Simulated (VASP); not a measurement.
Ta4O:

```
CELL_PARAMETERS angstrom
3.25750 0.00000 0.00000
0.00000 3.25750 0.00000
0.00000 0.00000 7.40934
ATOMIC_POSITIONS crystal
Ta 0.00000 0.00000 0.00000
Ta 0.50000 0.50000 0.21684
Ta 0.50000 0.50000 0.78316
Ta 0.00000 0.00000 0.50000
O 0.50000 0.50000 0.50000
```

Base run:

| Item | Value |
| --- | --- |
| Program | VASP 6.6.1 |
| Functional | PBEsol |
| Potentials or basis | VASP PAW PBE potentials, release 64 (Ta_sv_GW, O) |
| Cutoff | 600 eV |
| k mesh | 8 × 8 × 4 |
| Occupations | fermi-dirac, width 0.05 eV |
| Spin | no spin polarisation |
| Hubbard terms | Ta d U = 4.0 eV |

Its results: band gap on the k mesh zero (band 29 reaches 11.84 eV, above the bottom of band 30 at 11.01 eV); pressure 4.1 GPa; largest force 0.468 eV/Å.

Problem. The run is repeated on the same cell with these changes: hubbard terms from Ta d U = 4.0 eV to Ta d U = 3.0 eV. What comes out?

Solution. Band gap on the k mesh zero (band 29 reaches 11.68 eV, above the bottom of band 30 at 10.86 eV); pressure 0.9 GPa; largest force 0.344 eV/Å.

Caveats: the PAW data sets were made with another functional, which shifts forces and pressure a little; spin-orbit coupling is left out, which moves the levels of the heavy elements; U without spin polarisation on a metal has little footing.
